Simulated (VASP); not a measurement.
# PbS (R-3m) in VASP: single point with r2SCAN

Aim: the single point of PbS with r2SCAN.

All numbers are computed with VASP 6.6.1; they aren't measurements. Logs are shortened: lines on timing, memory, paths and dates and some standing lists are left out, and cuts for length are marked.

## Step 1: The cell of the first run

It takes space group R-3m (No. 166, trigonal). Conventional cell: a = 4.098 Å, b = 4.098 Å, c = 10.665 Å, α = 90.00°, β = 90.00°, γ = 120.00°. Within 3.9 Å of Pb (site symmetry -3m) lie 6 S at 2.96 Å. S (site symmetry -3m) has 6 Pb at 2.96 Å within 3.9 Å.

## Step 2: Single point, r2SCAN, non-collinear spin, zero start, spin-orbit coupling (epitaxial 111 strain -3.0%)

File POSCAR:

```
PbS
1.0
    0.1207113021      3.0183269980      3.0183269980
    3.0183269980      0.1207113021      3.0183269980
    3.0183269980      3.0183269980      0.1207113021
Pb S
1 1
Direct
    0.0000000000      0.0000000000      0.0000000000
    0.5000000000      0.5000000000      0.5000000000
```

File INCAR.step1:

```
SYSTEM = PbS
ALGO     = Normal         ! electronic algorithm
EDIFF    = 1E-4           ! SCF threshold, eV
ENCUT    = 520            ! plane-wave cutoff, eV
GGA      = PE             ! functional
GGA_COMPAT= .False.      
ISMEAR   = -1             ! smearing method
LASPH    = .True.         ! aspherical terms in the spheres
LCHARG   = .False.        ! write CHGCAR
LREAL    = .False.        ! projectors in reciprocal space
LSORBIT  = .True.         ! spin-orbit coupling
LWAVE    = .True.         ! write WAVECAR
MAGMOM   = 0 0 0 0 0 0    ! initial moments
NBANDS   = 32             ! bands
NELM     = 150            ! most SCF steps
PREC     = Accurate       ! precision mode
SIGMA    = 0.02           ! smearing width, eV
```

File INCAR.step2:

```
SYSTEM = PbS
ALGO     = Normal         ! electronic algorithm
EDIFF    = 1E-6           ! SCF threshold, eV
ENCUT    = 520            ! plane-wave cutoff, eV
GGA_COMPAT= .False.      
ISIF     = 2              ! what is computed and relaxed
ISMEAR   = -1             ! smearing method
ISTART   = 1            
LASPH    = .True.         ! aspherical terms in the spheres
LCHARG   = .False.        ! write CHGCAR
LMIXTAU  = .True.       
LORBIT   = 11             ! projections on sites
LORBMOM  = .True.       
LREAL    = .False.        ! projectors in reciprocal space
LSORBIT  = .True.         ! spin-orbit coupling
LWAVE    = .False.        ! write WAVECAR
MAGMOM   = 0 0 0 0 0 0    ! initial moments
METAGGA  = R2SCAN         ! meta-GGA
NBANDS   = 32             ! bands
NELM     = 150            ! most SCF steps
PREC     = Accurate       ! precision mode
SIGMA    = 0.02           ! smearing width, eV
```

File KPOINTS:

```
k-points
0
Gamma
  8 8 8
  0 0 0
```

Potentials or basis: VASP PAW PBE potentials, release 64 (Pb_d, S).

The run is started by

```sh
cat potpaw_PBE.64/Pb_d/POTCAR potpaw_PBE.64/S/POTCAR > POTCAR
cp INCAR.step1 INCAR
mpirun -np 1 vasp_ncl > vasp.out
cp INCAR.step2 INCAR
mpirun -np 1 vasp_ncl > vasp.out
```

OUTCAR:

```text
SYSTEM = PbS
   EDIFF = 1E-6
   ENCUT = 520
   ISIF = 2
   ISMEAR = -1
   ISTART = 1
   LASPH = .True.
   LORBIT = 11
   LREAL = .False.
   LSORBIT = .True.
   METAGGA = R2SCAN
   NELM = 150
   PREC = Accurate

 ion  position               nearest neighbor table
   1  0.000  0.000  0.000-   2 2.96   2 2.96   2 2.96   2 2.96   2 2.96   2 2.96
   2  0.500  0.500  0.500-   1 2.96   1 2.96   1 2.96   1 2.96   1 2.96   1 2.96

  LATTYP: Found a trigonal (rhomboedric) cell.
 ALAT       =     4.2702654428
 COS(alpha) =     0.5395612915

  Lattice vectors:

 A1 = (   0.1207113021,   3.0183269980,   3.0183269980)
 A2 = (   3.0183269980,   0.1207113021,   3.0183269980)
 A3 = (   3.0183269980,   3.0183269980,   0.1207113021)

Analysis of symmetry for initial positions (statically):
=====================================================================
 Subroutine PRICEL returns:
 Original cell was already a primitive cell.

 Routine SETGRP: Setting up the symmetry group for a
 trigonal (rhombohedral) supercell.

 Subroutine GETGRP returns: Found 12 space group operations
 (whereof 12 operations were pure point group operations)
 out of a pool of 12 trial point group operations.

The static configuration has the point symmetry D_3d.

Analysis of symmetry for dynamics (positions and initial velocities):
=====================================================================
 Subroutine PRICEL returns:
 Original cell was already a primitive cell.

 Routine SETGRP: Setting up the symmetry group for a
 trigonal (rhombohedral) supercell.

 Subroutine GETGRP returns: Found 12 space group operations
 (whereof 12 operations were pure point group operations)
 out of a pool of 12 trial point group operations.

The dynamic configuration has the point symmetry D_3d.

Analysis of structural, dynamic, and magnetic symmetry:
=====================================================================
 Subroutine PRICEL returns:
 Original cell was already a primitive cell.

 Routine SETGRP: Setting up the symmetry group for a
 trigonal (rhombohedral) supercell.

 Subroutine GETGRP returns: Found 12 space group operations
 (whereof 12 operations were pure point group operations)
 out of a pool of 12 trial point group operations.

The overall configuration has the point symmetry D_3d.

 Subroutine INISYM returns: Found 12 space group operations
 (whereof 12 operations are pure point group operations),
 and found     1 'primitive' translations

----------------------------------------------------------------------------------------
[... 1014 lines left out ...]
    total drift:                                0.000000     -0.000000     -0.000000

  FREE ENERGIE OF THE ION-ELECTRON SYSTEM (eV)
  ---------------------------------------------------
  free  energy   TOTEN  =       -65.9443019730 eV

  energy  without entropy=      -65.9441499876  energy(sigma->0) =      -65.94422598

 orbital moment (x)

 # of ion     p       d       tot
 ----------------------------------------
  1        -0.000   0.000  -0.000
  2         0.000   0.000   0.000
 ----------------------------------------
            0.000   0.000   0.000

 orbital moment (y)

 # of ion     p       d       tot
 ----------------------------------------
  1         0.000  -0.000   0.000
  2        -0.000   0.000  -0.000
 ----------------------------------------
            0.000  -0.000  -0.000

 orbital moment (z)

 # of ion     p       d       tot
 ----------------------------------------
  1         0.000   0.000   0.000
  2         0.000   0.000   0.000
 ----------------------------------------
            0.000   0.000   0.000

 Spin-Orbit-Coupling matrix elements

 Ion:    1  E_soc:     -0.7460665
 l=   1
     0.0000000    -0.0597476    -0.0597476
    -0.0597476     0.0000000    -0.0597476
    -0.0597476    -0.0597476     0.0000000
 l=   2
     0.0000000    -0.0130305     0.0000000    -0.0130305    -0.0515663
    -0.0130305     0.0000000    -0.0386747    -0.0130305    -0.0128916
     0.0000000    -0.0386747     0.0000000    -0.0386747     0.0000000
    -0.0130305    -0.0130305    -0.0386747     0.0000000    -0.0128916
    -0.0515663    -0.0128916     0.0000000    -0.0128916     0.0000000
 l=   3
     0.0000000     0.0000000     0.0000000     0.0000000     0.0000000     0.0000000     0.0000000
     0.0000000     0.0000000     0.0000000     0.0000000     0.0000000     0.0000000     0.0000000
     0.0000000     0.0000000     0.0000000     0.0000000     0.0000000     0.0000000     0.0000000
     0.0000000     0.0000000     0.0000000     0.0000000     0.0000000     0.0000000     0.0000000
     0.0000000     0.0000000     0.0000000     0.0000000     0.0000000     0.0000000     0.0000000
     0.0000000     0.0000000     0.0000000     0.0000000     0.0000000     0.0000000     0.0000000
     0.0000000     0.0000000     0.0000000     0.0000000     0.0000000     0.0000000     0.0000000

 Ion:    2  E_soc:     -0.0037268
 l=   1
     0.0000000    -0.0006211    -0.0006211
    -0.0006211     0.0000000    -0.0006211
    -0.0006211    -0.0006211     0.0000000
 l=   2
     0.0000000     0.0000000     0.0000000     0.0000000     0.0000000
     0.0000000     0.0000000     0.0000000     0.0000000     0.0000000
     0.0000000     0.0000000     0.0000000     0.0000000     0.0000000
     0.0000000     0.0000000     0.0000000     0.0000000     0.0000000
     0.0000000     0.0000000     0.0000000     0.0000000     0.0000000
 l=   3
     0.0000000     0.0000000     0.0000000     0.0000000     0.0000000     0.0000000     0.0000000
     0.0000000     0.0000000     0.0000000     0.0000000     0.0000000     0.0000000     0.0000000
     0.0000000     0.0000000     0.0000000     0.0000000     0.0000000     0.0000000     0.0000000
     0.0000000     0.0000000     0.0000000     0.0000000     0.0000000     0.0000000     0.0000000
     0.0000000     0.0000000     0.0000000     0.0000000     0.0000000     0.0000000     0.0000000
     0.0000000     0.0000000     0.0000000     0.0000000     0.0000000     0.0000000     0.0000000
     0.0000000     0.0000000     0.0000000     0.0000000     0.0000000     0.0000000     0.0000000

 total charge

# of ion       s       p       d       tot
------------------------------------------
    1        1.479   0.512   9.843  11.833
    2        1.340   2.361   0.000   3.701
--------------------------------------------------
tot          2.819   2.873   9.843  15.535

 magnetization (x)

# of ion       s       p       d       tot
------------------------------------------
    1       -0.000   0.000   0.000  -0.000
    2        0.000   0.000   0.000   0.000
--------------------------------------------------
tot         -0.000   0.000   0.000  -0.000

 magnetization (y)

# of ion       s       p       d       tot
------------------------------------------
    1        0.000   0.000   0.000   0.000
    2       -0.000  -0.000   0.000  -0.000
--------------------------------------------------
tot          0.000  -0.000   0.000   0.000

 magnetization (z)

# of ion       s       p       d       tot
------------------------------------------
    1        0.000   0.000   0.000   0.000
    2        0.000   0.000   0.000   0.000
--------------------------------------------------
tot          0.000   0.000   0.000   0.000
```

OUTCAR.step1:

```text
SYSTEM = PbS
   EDIFF = 1E-4
   ENCUT = 520
   GGA = PE
   ISMEAR = -1
[... 1126 lines left out ...]
     0.0000000     0.0000000     0.0000000     0.0000000     0.0000000     0.0000000     0.0000000
     0.0000000     0.0000000     0.0000000     0.0000000     0.0000000     0.0000000     0.0000000
     0.0000000     0.0000000     0.0000000     0.0000000     0.0000000     0.0000000     0.0000000
     0.0000000     0.0000000     0.0000000     0.0000000     0.0000000     0.0000000     0.0000000
     0.0000000     0.0000000     0.0000000     0.0000000     0.0000000     0.0000000     0.0000000
     0.0000000     0.0000000     0.0000000     0.0000000     0.0000000     0.0000000     0.0000000

=======================================================================

 ========================================================
```

Run time: 8.6 min. Hardware: 1 thread of Intel Xeon Platinum 8488C (Sapphire Rapids), shared host; peak memory 0.45 GiB.

Results:

| Property | Result |
| --- | --- |
| Free energy | -65.9443 eV |
| Pressure | 1.5 GPa |
| Net moment | 0.00 μB per cell |
| Valence electrons inside the program's atomic spheres | Pb 11.83; S 3.70 |

Stress tensor (GPa, compression positive):
```
 1.46 -0.84 -0.84
-0.84  1.46 -0.84
-0.84 -0.84  1.46
```

Moments on the atoms (μB; x, y, z):
```
Pb  0.00 0.00 0.00
S   0.00 0.00 0.00
```

Caveat: the cell differs from its parent crystal (epitaxial 111 strain -3.0%); the PAW data sets were made with another functional, which shifts forces and pressure a little.
